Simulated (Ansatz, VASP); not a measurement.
# Hg: VASP beside Ansatz

Contents of INCAR:

```
SYSTEM = Hg
ALGO = Normal
EDIFF = 1E-7
ENCUT = 520
GGA = PS
ISIF = 2
ISMEAR = -1
LASPH = .True.
LCHARG = .True.
LELF = .True.
LREAL = .False.
LVHAR = .True.
LWAVE = .False.
NBANDS = 19
NELM = 100
PREC = Accurate
SIGMA = 0.05
```

Contents of KPOINTS:

```
k-points
0
Gamma
  10 10 6
  0 0 0
```

Contents of POSCAR:

```
Hg
1.0
    3.4618100000      0.0000000000      0.0000000000
   -1.7309050000      2.9980150000      0.0000000000
    0.0000000000      0.0000000000      5.4875480000
Hg
2
Direct
    0.6666666667      0.3333333333      0.7500000000
    0.3333333333      0.6666666667      0.2500000000
```

Input for Ansatz:

```yaml
crystal:
  lattice:
    - [3.46181, 0.0, 0.0]
    - [-1.730905, 2.998015, 0.0]
    - [0.0, 0.0, 5.487548]
  atoms:
    - { symbol: Hg, position: [0.6666666666666666, 0.3333333333333333, 0.75] }
    - { symbol: Hg, position: [0.3333333333333333, 0.6666666666666666, 0.25] }
kpoints:
  mp_grid:
    grid: [10, 10, 6]
hamiltonian:
  xc: pbesol
  pseudopotentials:
    kind: paw
scf:
  occupations:
    method: fermi_dirac
    width: 0.05
output:
  forces: true
  stress: true
  eigenvalues: true
```

Alike in both runs: task single point; functional PBEsol; k mesh 10 × 10 × 6; occupations fermi-dirac, width 0.05 eV; no spin polarisation.

|  | VASP | Ansatz |
| --- | --- | --- |
| version | VASP 6.6.1 | Ansatz 0.2.0 |
| potentials or method | VASP PAW PBE potentials, release 64 (Hg) | plane waves, PAW |
| plane-wave cutoff (eV) | 520 | 420 |
| valence electrons in the cell | 24 | 40 |

```tsv
	VASP	Ansatz	Ansatz less VASP
gap on the k mesh at the Fermi level (eV)	none	none	-
pressure (GPa)	-2.4	-2.5	-0.11
```

VASP's potentials were made for PBE, not for PBEsol. A gap of «none» marks a metal or a gap that the smearing closes. VASP's potentials hold 24 valence electrons a cell and Ansatz's 40, so a difference there can come from the potentials and not from the codes.

Neither program's run includes spin-orbit coupling.
